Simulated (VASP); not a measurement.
# BAs (m.bgw) (F-43m) in VASP: single point with PBE

Aim: the single point of BAs (m.bgw) with PBE.

All numbers are computed with VASP 6.6.1; they aren't measurements. Logs are shortened: lines on timing, memory, paths and dates and some standing lists are left out, and cuts for length are marked.

### Step 1. The cell of the first run

It takes space group F-43m (No. 216, cubic). Conventional cell: a = 4.809 Å, b = 4.809 Å, c = 4.809 Å, α = 90.00°, β = 90.00°, γ = 90.00°. Within 2.8 Å of B (site symmetry -43m) lie 4 As at 2.08 Å. Within 2.8 Å of As (site symmetry -43m) lie 4 B at 2.08 Å.

### Step 2. Single point, PBE

INCAR reads:

```
SYSTEM = BAs
ALGO = Normal ; EDIFF = 1E-6
ENCUT = 500 ; GGA = PE
GGA_COMPAT = .FALSE. ; ISIF = 2
ISMEAR = 0 ; LASPH = .TRUE.
LCHARG = .FALSE. ; LREAL = .FALSE.
LWAVE = .FALSE. ; NBANDS = 11
NELM = 120 ; PREC = Accurate
SIGMA = 0.01
```

KPOINTS reads:

```
k-points
0
G
  6 6 6
  0 0 0
```

POSCAR reads:

```
BAs
1.0
    0.0000000000      2.4045448525      2.4045448525
    2.4045448525      0.0000000000      2.4045448525
    2.4045448525      2.4045448525      0.0000000000
B As
1 1
Direct
    0.0000000000      0.0000000000      0.0000000000
    0.2500000000      0.2500000000      0.2500000000
```

Potentials or basis: VASP PAW PBE potentials, release 64 (B, As).

Started as:

```console
> cat potpaw_PBE.64/B/POTCAR potpaw_PBE.64/As/POTCAR > POTCAR
> mpirun -np 1 vasp_std > vasp.out
```

OUTCAR:

```text
SYSTEM = BAs
   EDIFF = 1E-6
   ENCUT = 500
   GGA = PE
   ISIF = 2
   ISMEAR = 0
   LASPH = .TRUE.
   LREAL = .FALSE.
   NELM = 120
   PREC = Accurate

 ion  position               nearest neighbor table
   1  0.000  0.000  0.000-   2 2.08   2 2.08   2 2.08   2 2.08
   2  0.250  0.250  0.250-   1 2.08   1 2.08   1 2.08   1 2.08

  LATTYP: Found a face centered cubic cell.
 ALAT       =     4.8090897050

  Lattice vectors:

 A1 = (   0.0000000000,   2.4045448525,   2.4045448525)
 A2 = (   2.4045448525,   0.0000000000,   2.4045448525)
 A3 = (   2.4045448525,   2.4045448525,   0.0000000000)

Analysis of symmetry for initial positions (statically):
=====================================================================
 Subroutine PRICEL returns:
 Original cell was already a primitive cell.

 Routine SETGRP: Setting up the symmetry group for a
 face centered cubic supercell.

 Subroutine GETGRP returns: Found 24 space group operations
 (whereof 24 operations were pure point group operations)
 out of a pool of 48 trial point group operations.

The static configuration has the point symmetry T_d .

Analysis of symmetry for dynamics (positions and initial velocities):
=====================================================================
 Subroutine PRICEL returns:
 Original cell was already a primitive cell.

 Routine SETGRP: Setting up the symmetry group for a
 face centered cubic supercell.

 Subroutine GETGRP returns: Found 24 space group operations
 (whereof 24 operations were pure point group operations)
 out of a pool of 48 trial point group operations.

The dynamic configuration has the point symmetry T_d .

 Subroutine INISYM returns: Found 24 space group operations
 (whereof 24 operations are pure point group operations),
 and found     1 'primitive' translations

----------------------------------------------------------------------------------------

                                     Primitive cell

  volume of cell :      27.8054

  direct lattice vectors                    reciprocal lattice vectors
     0.000000000  2.404544852  2.404544852    -0.207939561  0.207939561  0.207939561
     2.404544852  0.000000000  2.404544852     0.207939561 -0.207939561  0.207939561
     2.404544852  2.404544852  0.000000000     0.207939561  0.207939561 -0.207939561

  length of vectors
     3.400539942  3.400539942  3.400539942     0.360161884  0.360161884  0.360161884

  position of ions in fractional coordinates (direct lattice)
     0.000000000  0.000000000  0.000000000
     0.250000000  0.250000000  0.250000000

  ion indices of the primitive-cell ions
   primitive index   ion index
                 1           1
                 2           2

----------------------------------------------------------------------------------------

 KPOINTS: k-points

Automatic generation of k-mesh.
 Grid dimensions read from file:
 generate k-points for:    6    6    6

 Generating k-lattice:

  Cartesian coordinates                     Fractional coordinates (reciprocal lattice)
    -0.034656593  0.034656593  0.034656593     0.166666667  0.000000000  0.000000000
     0.034656593 -0.034656593  0.034656593     0.000000000  0.166666667  0.000000000
     0.034656593  0.034656593 -0.034656593     0.000000000  0.000000000  0.166666667

  Length of vectors
     0.060026981  0.060026981  0.060026981

  Shift w.r.t. Gamma in fractional coordinates (k-lattice)
     0.000000000  0.000000000  0.000000000

 Subroutine IBZKPT returns following result:
 ===========================================

 Found     16 irreducible k-points:

 Following reciprocal coordinates:
            Coordinates               Weight
  0.000000  0.000000  0.000000      1.000000
  0.166667  0.000000  0.000000      8.000000
  0.333333  0.000000  0.000000      8.000000
  0.500000  0.000000  0.000000      4.000000
  0.166667  0.166667  0.000000      6.000000
  0.333333  0.166667  0.000000     24.000000
[... 8 lines left out ...]
 -0.333333  0.333333  0.166667     24.000000
 -0.333333  0.500000  0.166667     12.000000
   k-points           NKPTS =     16   k-points in BZ     NKDIM =     16   number of bands    NBANDS=     11
   number of dos      NEDOS =    301   number of ions     NIONS =      2
   total plane-waves  NPLWV =  21952
   dimension x,y,z NGX =    28 NGY =   28 NGZ =   28
   dimension x,y,z NGXF=    56 NGYF=   56 NGZF=   56
   ions per type =               1   1
   NGX,Y,Z   is equivalent  to a cutoff of  13.69, 13.69, 13.69 a.u.
   NGXF,Y,Z  is equivalent  to a cutoff of  27.38, 27.38, 27.38 a.u.
 SYSTEM =  BAs
   PREC   = accura    normal or accurate (medium, high low for compatibility)
   ISTART =      0    job   : 0-new  1-cont  2-samecut
   ICHARG =      2    charge: 1-file 2-atom 10-const
   ISPIN  =      1    spin polarized calculation?
   LNONCOLLINEAR =      F non collinear calculations
   LSORBIT =      F    spin-orbit coupling
   LASPH  =      T    aspherical Exc in radial PAW
   ENCUT  =  500.0 eV  36.75 Ry    6.06 a.u.   6.20  6.20  6.20*2*pi/ulx,y,z
   NELM   =    120;   NELMIN=  2; NELMDL= -5     # of ELM steps
   EDIFF  = 0.1E-05   stopping-criterion for ELM
   LREAL  =      F    real-space projection
   EDIFFG = 0.1E-04   stopping-criterion for IOM
   NSW    =      0    number of steps for IOM
   IBRION =     -1    ionic relax: 0-MD 1-quasi-New 2-CG
   NFREE  =      0    steps in history (QN), initial steepest desc. (CG)
   ISIF   =      2    stress and relaxation
   ISYM   =      2    0-nonsym 1-usesym 2-fastsym
   POTIM  = 0.5000    time-step for ionic-motion
   TEBEG  =    0.0;   TEEND  =   0.0 temperature during run
   PSTRESS=    0.0 pullay stress
   NELECT =       8.0000    total number of electrons
   NUPDOWN=      -1.0000    fix difference up-down
   EMIN   =  10.00;   EMAX   =-10.00  energy-range for DOS
   EFERMI =   0.00;   METHOD = LEGACY
   ISMEAR =     0;   SIGMA  =   0.01  broadening in eV -4-tet -1-fermi 0-gaus
   EFERMI_NEDOS =   21; number of points for ismear=-14 and -15
   IALGO  =     38    algorithm
   IMIX   =      4    mixing-type and parameters
     AMIX     =   0.40;   BMIX     =  1.00
     AMIX_MAG =   1.60;   BMIX_MAG =  1.00
  volume/ion in A,a.u.               =      13.90        93.82
  Fermi-wavevector in a.u.,A,eV,Ry     =   1.080758  2.042337 15.892131  1.168039
  Thomas-Fermi vector in A             =   2.216758
   LORBIT       =      0    0 simple, 1 ext, 2 COOP (PROOUT), +10 PAW based schemes
   GGA     = PE    functional components
   LHFCALC =     F    Hartree Fock is set to
   AEXX    =    0.0000 exact exchange contribution
   IVDW    =     0    specifies the selected vdW correction
   LEPSILON=     F    determine dielectric tensor
   LRPA    =     F    only Hartree local field effects (RPA)
 non-spin polarized calculation
 Gauss-broadening in eV      SIGMA  =   0.01
  energy-cutoff  :      500.00
  volume of cell :       27.81
 maximum number of plane-waves:       725
 NGX is ok and might be reduce to    28
   NGX = 13   NGY = 13   NGZ = 13

 number of electron       8.0000000 magnetization

 Free energy of the ion-electron system (eV)
  ---------------------------------------------------
  ext. energy  EPLUGINS =         0.00000000
  ---------------------------------------------------
  free energy    TOTEN  =       -11.39451492 eV

  energy without entropy =      -11.39451492  energy(sigma->0) =      -11.39451492

 E-fermi :   6.0508     XC(G=0): -10.4941

 val. band max:        5.9126016508   @ k =   0.0000   0.0000   0.0000
 cond. band min:       7.2017546540   @ k =   0.3333   0.3333   0.0000
 fundamental gap:      1.2891530032
 Fermi energy:         6.0507508136

 k-point     1 :       0.0000    0.0000    0.0000
  band No.  band energies     occupation
      1      -9.3087      2.00000
      2       5.9126      2.00000
      3       5.9126      2.00000
      4       5.9126      2.00000
      5       9.1616      0.00000
      6       9.1616      0.00000
      7       9.1616      0.00000
      8      10.3459      0.00000
      9      15.3981      0.00000
     10      18.7784      0.00000
     11      18.7784      0.00000

 k-point     2 :       0.1667    0.0000    0.0000
  band No.  band energies     occupation
      1      -8.8643      2.00000
      2       2.9856      2.00000
      3       5.2452      2.00000
      4       5.2452      2.00000
      5       9.1197      0.00000
      6      10.0318      0.00000
      7      10.0318      0.00000
      8      12.3856      0.00000
      9      16.7953      0.00000
     10      17.1524      0.00000
     11      17.1524      0.00000

 k-point     3 :       0.3333    0.0000    0.0000
  band No.  band energies     occupation
      1      -7.6255      2.00000
      2      -0.7350      2.00000
      3       4.4255      2.00000
      4       4.4255      2.00000
      5       8.6634      0.00000
      6      10.7026      0.00000
      7      10.7026      0.00000
      8      14.5022      0.00000
      9      17.2761      0.00000
     10      17.8572      0.00000
     11      17.8572      0.00000

 k-point     4 :       0.5000    0.0000    0.0000
  band No.  band energies     occupation
      1      -6.5093      2.00000
      2      -2.7324      2.00000
      3       4.1246      2.00000
      4       4.1246      2.00000
      5       8.4874      0.00000
      6      10.6670      0.00000
      7      10.6670      0.00000
      8      14.7357      0.00000
      9      18.4823      0.00000
     10      20.3334      0.00000
     11      20.3334      0.00000
[... 127 lines left out ...]
 k-point    14 :       0.5000    0.3333    0.1667
  band No.  band energies     occupation
      1      -6.5689      2.00000
      2      -0.7787      2.00000
      3       1.1369      2.00000
      4       2.7635      2.00000
      5       9.6650      0.00000
      6      11.0511      0.00000
      7      11.6981      0.00000
      8      14.8142      0.00000
      9      17.2427      0.00000
     10      19.4835      0.00000
     11      21.7748      0.00000

 k-point    15 :      -0.3333    0.3333    0.1667
  band No.  band energies     occupation
      1      -5.5765      2.00000
      2      -2.0309      2.00000
      3       0.5992      2.00000
      4       2.1323      2.00000
      5      10.2182      0.00000
      6      11.0814      0.00000
      7      13.2634      0.00000
      8      14.6831      0.00000
      9      16.0553      0.00000
     10      20.2170      0.00000
     11      21.9473      0.00000

 k-point    16 :      -0.3333    0.5000    0.1667
  band No.  band energies     occupation
      1      -5.1116      2.00000
      2      -2.1972      2.00000
      3       0.8682      2.00000
      4       1.0623      2.00000
      5       9.6749      0.00000
      6       9.8617      0.00000
      7      14.4296      0.00000
      8      14.6777      0.00000
      9      18.0551      0.00000
     10      21.3233      0.00000
     11      21.5965      0.00000

------------------------ aborting loop because EDIFF is reached ----------------------------------------

  FORCE on cell =-STRESS in cart. coord.  units (eV):
  Direction    XX          YY          ZZ          XY          YZ          ZX
  --------------------------------------------------------------------------------------
  -------------------------------------------------------------------------------------
  Total        0.1115559      0.1115559      0.1115559     -0.0000000     -0.0000000      0.0000000
  in kB        6.4279767      6.4279767      6.4279767     -0.0000000     -0.0000000      0.0000000
  external PRESSURE =       6.4279767 kB  Pullay stress =       0.0000000 kB

 VOLUME and BASIS-vectors are now :
 -----------------------------------------------------------------------------
  energy-cutoff  :      500.00
  volume of cell :       27.81
      direct lattice vectors                 reciprocal lattice vectors
     0.000000000  2.404544852  2.404544852    -0.207939561  0.207939561  0.207939561
     2.404544852  0.000000000  2.404544852     0.207939561 -0.207939561  0.207939561
     2.404544852  2.404544852  0.000000000     0.207939561  0.207939561 -0.207939561

 POSITION                                       TOTAL-FORCE (eV/Angst)
 -----------------------------------------------------------------------------------
      0.00000      0.00000      0.00000        -0.000000     -0.000000     -0.000000
      1.20227      1.20227      1.20227         0.000000      0.000000      0.000000
 -----------------------------------------------------------------------------------
    total drift:                               -0.000000     -0.000000     -0.000000

  FREE ENERGIE OF THE ION-ELECTRON SYSTEM (eV)
  ---------------------------------------------------
  free  energy   TOTEN  =       -11.3945149166 eV

  energy  without entropy=      -11.3945149166  energy(sigma->0) =      -11.39451492
```

It took 11 s on 1 thread of Intel Xeon 8259CL, shared host; peak memory 0.15 GiB.

Results:

```yaml
Free_energy: -11.3945 eV
Pressure: 0.6 GPa
Band_gap_on_the_k_mesh: 1.29 eV, indirect (least direct gap 3.25 eV)
```
